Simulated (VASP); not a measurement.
# ZnS (I-4m2) in VASP: further runs

The runs below take ZnS through single point, with r2SCAN.

Program: VASP 6.6.1. These are calculated values, not measurements. Logs are shortened: lines on timing, memory, paths and dates and some standing lists are left out, and cuts for length are marked.

## 1. The cell of the first run

The structure is tetragonal, space group I-4m2 (No. 119). Conventional cell: a = 3.882 Å, b = 3.882 Å, c = 5.572 Å, α = 90.00°, β = 90.00°, γ = 90.00°. Within 3.2 Å of Zn (site symmetry -4m2) lie 4 S at 2.39 Å. S (site symmetry -4m2) has 4 Zn at 2.39 Å within 3.2 Å.

## 2. Single point, r2SCAN (strain +0.015 along x and y, +0.030 along z)

POSCAR reads:

```
ZnS
1.0
    0.0000000000      2.7452197500      2.7857895000
    2.7452197500      0.0000000000      2.7857895000
    2.7452197500      2.7452197500      0.0000000000
Zn S
1 1
Direct
    0.0000000000      0.0000000000      0.0000000000
    0.7500000000      0.7500000000      0.7500000000
```

INCAR.step1 reads:

```
  ALGO = Normal
  EDIFF = 1E-4
  ENCUT = 520
  GGA = PE
  ISMEAR = 0
  LASPH = True
  LCHARG = False
  LREAL = False
  LWAVE = True
  NBANDS = 16
  NELM = 100
  PREC = Accurate
  SIGMA = 0.05
```

INCAR.step2 reads:

```
  ALGO = Normal
  EDIFF = 1E-7
  ENCUT = 520
  ISIF = 2
  ISMEAR = 0
  ISTART = 1
  LASPH = True
  LCHARG = False
  LMIXTAU = True
  LREAL = False
  LWAVE = False
  METAGGA = R2SCAN
  NBANDS = 16
  NELM = 100
  PREC = Accurate
  SIGMA = 0.05
```

KPOINTS reads:

```
k-points
0
Gamma
  8 8 8
```

Potentials or basis: VASP PAW PBE potentials, release 64 (Zn, S).

Started as:

```sh
$ cat potpaw_PBE.64/Zn/POTCAR potpaw_PBE.64/S/POTCAR > POTCAR
$ cp INCAR.step1 INCAR
$ mpirun -np 1 vasp_std > vasp.out
$ cp INCAR.step2 INCAR
$ mpirun -np 1 vasp_std > vasp.out
```

OUTCAR:

```text
EDIFF = 1E-7
   ENCUT = 520
   ISIF = 2
   ISMEAR = 0
   ISTART = 1
   LASPH = True
   LREAL = False
   METAGGA = R2SCAN
   NELM = 100
   PREC = Accurate

 ion  position               nearest neighbor table
   1  0.000  0.000  0.000-   2 2.39   2 2.39   2 2.39   2 2.39
   2  0.750  0.750  0.750-   1 2.39   1 2.39   1 2.39   1 2.39

  LATTYP: Found a body centered tetragonal cell.
 ALAT       =     3.8823270021
 C/A-ratio  =     1.4351132702

  Lattice vectors:

 A1 = (  -2.7452197500,   0.0000000000,   2.7857895000)
 A2 = (   2.7452197500,   0.0000000000,   2.7857895000)
 A3 = (   0.0000000000,   2.7452197500,  -2.7857895000)

Analysis of symmetry for initial positions (statically):
=====================================================================
 Subroutine PRICEL returns:
 Original cell was already a primitive cell.

 Routine SETGRP: Setting up the symmetry group for a
 body centered tetragonal supercell.

 Subroutine GETGRP returns: Found  8 space group operations
 (whereof  8 operations were pure point group operations)
 out of a pool of 16 trial point group operations.

The static configuration has the point symmetry D_2d.

Analysis of symmetry for dynamics (positions and initial velocities):
=====================================================================
 Subroutine PRICEL returns:
 Original cell was already a primitive cell.

 Routine SETGRP: Setting up the symmetry group for a
 body centered tetragonal supercell.

 Subroutine GETGRP returns: Found  8 space group operations
 (whereof  8 operations were pure point group operations)
 out of a pool of 16 trial point group operations.

The dynamic configuration has the point symmetry D_2d.

 Subroutine INISYM returns: Found  8 space group operations
 (whereof  8 operations are pure point group operations),
 and found     1 'primitive' translations

----------------------------------------------------------------------------------------

                                     Primitive cell

  volume of cell :      41.9887

  direct lattice vectors                    reciprocal lattice vectors
     0.000000000  2.745219750  2.785789500    -0.182134782  0.182134782  0.179482333
     2.745219750  0.000000000  2.785789500     0.182134782 -0.182134782  0.179482333
     2.745219750  2.745219750  0.000000000     0.182134782  0.182134782 -0.179482333

  length of vectors
     3.911119356  3.911119356  3.882327002     0.313942774  0.313942774  0.313942774

  position of ions in fractional coordinates (direct lattice)
     0.000000000  0.000000000  0.000000000
     0.750000000  0.750000000  0.750000000

  ion indices of the primitive-cell ions
   primitive index   ion index
                 1           1
                 2           2

----------------------------------------------------------------------------------------

 KPOINTS: k-points

Automatic generation of k-mesh.
 Grid dimensions read from file:
 generate k-points for:    8    8    8

 Generating k-lattice:

  Cartesian coordinates                     Fractional coordinates (reciprocal lattice)
    -0.022766848  0.022766848  0.022435292     0.125000000  0.000000000  0.000000000
     0.022766848 -0.022766848  0.022435292     0.000000000  0.125000000  0.000000000
     0.022766848  0.022766848 -0.022435292     0.000000000  0.000000000  0.125000000

  Length of vectors
     0.039242847  0.039242847  0.039242847

  Shift w.r.t. Gamma in fractional coordinates (k-lattice)
     0.000000000  0.000000000  0.000000000

 Subroutine IBZKPT returns following result:
 ===========================================

 Found     59 irreducible k-points:

 Following reciprocal coordinates:
            Coordinates               Weight
  0.000000  0.000000  0.000000      1.000000
  0.125000  0.000000  0.000000      8.000000
  0.250000  0.000000  0.000000      8.000000
  0.375000 -0.000000  0.000000      8.000000
  0.500000  0.000000  0.000000      4.000000
  0.125000  0.125000  0.000000      2.000000
[... 16 lines left out ...]
  0.250000  0.000000  0.125000     16.000000
  0.375000  0.000000  0.125000     16.000000
 [... further k-points ...]
   k-points           NKPTS =     59   k-points in BZ     NKDIM =     59   number of bands    NBANDS=     16
   number of dos      NEDOS =    301   number of ions     NIONS =      2
   total plane-waves  NPLWV =  27000
   dimension x,y,z NGX =    30 NGY =   30 NGZ =   30
   dimension x,y,z NGXF=    60 NGYF=   60 NGZF=   60
   ions per type =               1   1
   NGX,Y,Z   is equivalent  to a cutoff of  12.75, 12.75, 12.85 a.u.
   NGXF,Y,Z  is equivalent  to a cutoff of  25.50, 25.50, 25.69 a.u.
 SYSTEM =  unknown system
   PREC   = accura    normal or accurate (medium, high low for compatibility)
   ISTART =      1    job   : 0-new  1-cont  2-samecut
   ICHARG =      0    charge: 1-file 2-atom 10-const
   ISPIN  =      1    spin polarized calculation?
   LNONCOLLINEAR =      F non collinear calculations
   LSORBIT =      F    spin-orbit coupling
   LASPH  =      T    aspherical Exc in radial PAW
   ENCUT  =  520.0 eV  38.22 Ry    6.18 a.u.   7.27  7.27  7.22*2*pi/ulx,y,z
   NELM   =    100;   NELMIN=  2; NELMDL=  0     # of ELM steps
   EDIFF  = 0.1E-06   stopping-criterion for ELM
   LREAL  =      F    real-space projection
   EDIFFG = 0.1E-05   stopping-criterion for IOM
   NSW    =      0    number of steps for IOM
   IBRION =     -1    ionic relax: 0-MD 1-quasi-New 2-CG
   NFREE  =      0    steps in history (QN), initial steepest desc. (CG)
   ISIF   =      2    stress and relaxation
   ISYM   =      2    0-nonsym 1-usesym 2-fastsym
   POTIM  = 0.5000    time-step for ionic-motion
   TEBEG  =    0.0;   TEEND  =   0.0 temperature during run
   PSTRESS=    0.0 pullay stress
   NELECT =      18.0000    total number of electrons
   NUPDOWN=      -1.0000    fix difference up-down
   EMIN   =  10.00;   EMAX   =-10.00  energy-range for DOS
   EFERMI =   0.00;   METHOD = LEGACY
   ISMEAR =     0;   SIGMA  =   0.05  broadening in eV -4-tet -1-fermi 0-gaus
   EFERMI_NEDOS =   21; number of points for ismear=-14 and -15
   IALGO  =     38    algorithm
   IMIX   =      4    mixing-type and parameters
     AMIX     =   0.40;   BMIX     =  1.00
     AMIX_MAG =   1.60;   BMIX_MAG =  1.00
  volume/ion in A,a.u.               =      20.99       141.68
  Fermi-wavevector in a.u.,A,eV,Ry     =   1.234397  2.332672 20.731683  1.523736
  Thomas-Fermi vector in A             =   2.369089
   LORBIT       =      0    0 simple, 1 ext, 2 COOP (PROOUT), +10 PAW based schemes
   METAGGA = R2SCAN    functional components
   LHFCALC =     F    Hartree Fock is set to
   AEXX    =    0.0000 exact exchange contribution
   IVDW    =     0    specifies the selected vdW correction
   LEPSILON=     F    determine dielectric tensor
   LRPA    =     F    only Hartree local field effects (RPA)
 non-spin polarized calculation
 Gauss-broadening in eV      SIGMA  =   0.05
  energy-cutoff  :      520.00
  volume of cell :       41.99
 maximum number of plane-waves:      1152
 NGX is ok and might be reduce to    30
   NGX = 15   NGY = 15   NGZ = 15

 number of electron      17.9999992 magnetization

 Free energy of the ion-electron system (eV)
  ---------------------------------------------------
  ext. energy  EPLUGINS =         0.00000000
  ---------------------------------------------------
  free energy    TOTEN  =       -18.82048962 eV

  energy without entropy =      -18.82048962  energy(sigma->0) =      -18.82048962

 E-fermi :   1.4909     XC(G=0):  -9.9728

 val. band max:        1.2844860344   @ k =   0.0000   0.0000   0.0000
 cond. band min:       3.6552466732   @ k =   0.0000   0.0000   0.0000
 fundamental gap:      2.3707606388
 Fermi energy:         1.4909011749

 k-point     1 :       0.0000    0.0000    0.0000
  band No.  band energies     occupation
      1     -11.9785      2.00000
      2      -5.0112      2.00000
      3      -5.0033      2.00000
      4      -5.0033      2.00000
      5      -4.5387      2.00000
      6      -4.5368      2.00000
[... 8 lines left out ...]
     15      13.4497      0.00000
     16      13.6184      0.00000

 k-point     2 :       0.1250    0.0000    0.0000
  band No.  band energies     occupation
      1     -11.8717      2.00000
      2      -4.9989      2.00000
      3      -4.9880      2.00000
      4      -4.9838      2.00000
      5      -4.5395      2.00000
      6      -4.5384      2.00000
[... 8 lines left out ...]
     15      13.0020      0.00000
     16      14.2412      0.00000

 k-point     3 :       0.2500    0.0000    0.0000
  band No.  band energies     occupation
      1     -11.5951      2.00000
      2      -4.9487      2.00000
      3      -4.9401      2.00000
      4      -4.9310      2.00000
      5      -4.5369      2.00000
      6      -4.5354      2.00000
[... 8 lines left out ...]
     15      12.7490      0.00000
     16      13.8475      0.00000

 k-point     4 :       0.3750   -0.0000    0.0000
  band No.  band energies     occupation
      1     -11.2854      2.00000
      2      -4.9133      2.00000
      3      -4.9038      2.00000
      4      -4.7057      2.00000
      5      -4.5250      2.00000
      6      -4.5202      2.00000
[... 8 lines left out ...]
     15      13.8008      0.00000
     16      13.8660      0.00000
[... 324 lines left out ...]
 k-point    22 :       0.1250    0.0000    0.1250
  band No.  band energies     occupation
      1     -11.8349      2.00000
      2      -5.0125      2.00000
      3      -4.9759      2.00000
      4      -4.9668      2.00000
      5      -4.5507      2.00000
      6      -4.5284      2.00000
[... 8 lines left out ...]
     15      13.6365      0.00000
     16      14.7399      0.00000

 k-point    23 :       0.2500    0.0000    0.1250
  band No.  band energies     occupation
      1     -11.6133      2.00000
      2      -4.9917      2.00000
      3      -4.9297      2.00000
      4      -4.9185      2.00000
      5      -4.5570      2.00000
      6      -4.5191      2.00000
[... 8 lines left out ...]
     15      13.6499      0.00000
     16      15.2934      0.00000

 k-point    24 :       0.3750    0.0000    0.1250
  band No.  band energies     occupation
      1     -11.3103      2.00000
      2      -4.9235      2.00000
      3      -4.8857      2.00000
      4      -4.7963      2.00000
      5      -4.5350      2.00000
      6      -4.5084      2.00000
[... 8 lines left out ...]
     15      14.4376      0.00000
     16      14.7472      0.00000

 [... further k-points ...]
[... 5 lines left out ...]
  --------------------------------------------------------------------------------------
  -------------------------------------------------------------------------------------
  Total       -1.1802358     -1.1802358     -1.3521676      0.0000000     -0.0000000     -0.0000000
  in kB      -45.0346560    -45.0346560    -51.5951158      0.0000000     -0.0000000     -0.0000000
  external PRESSURE =     -47.2214759 kB  Pullay stress =       0.0000000 kB

 VOLUME and BASIS-vectors are now :
 -----------------------------------------------------------------------------
  energy-cutoff  :      520.00
  volume of cell :       41.99
      direct lattice vectors                 reciprocal lattice vectors
     0.000000000  2.745219750  2.785789500    -0.182134782  0.182134782  0.179482333
     2.745219750  0.000000000  2.785789500     0.182134782 -0.182134782  0.179482333
     2.745219750  2.745219750  0.000000000     0.182134782  0.182134782 -0.179482333

 POSITION                                       TOTAL-FORCE (eV/Angst)
 -----------------------------------------------------------------------------------
      0.00000      0.00000      0.00000         0.000000      0.000000      0.000000
      4.11783      4.11783      4.17868        -0.000000     -0.000000     -0.000000
 -----------------------------------------------------------------------------------
    total drift:                               -0.000028     -0.000028      0.000004

  FREE ENERGIE OF THE ION-ELECTRON SYSTEM (eV)
  ---------------------------------------------------
  free  energy   TOTEN  =       -18.8204896196 eV

  energy  without entropy=      -18.8204896196  energy(sigma->0) =      -18.82048962
```

Wall time 5 min (1 thread of AMD EPYC 7R43 (Zen 3), shared host); peak memory 0.15 GiB.

Results:

| Property | Result |
| --- | --- |
| Free energy | -18.8205 eV |
| Pressure | -4.7 GPa |
| Band gap on the k mesh | 2.37 eV, direct |

Caveat: the cell differs from its parent crystal (strain +0.015 along x and y, +0.030 along z); the PAW data sets were made with another functional, which shifts forces and pressure a little.

(Continued in part 2 of 2.)
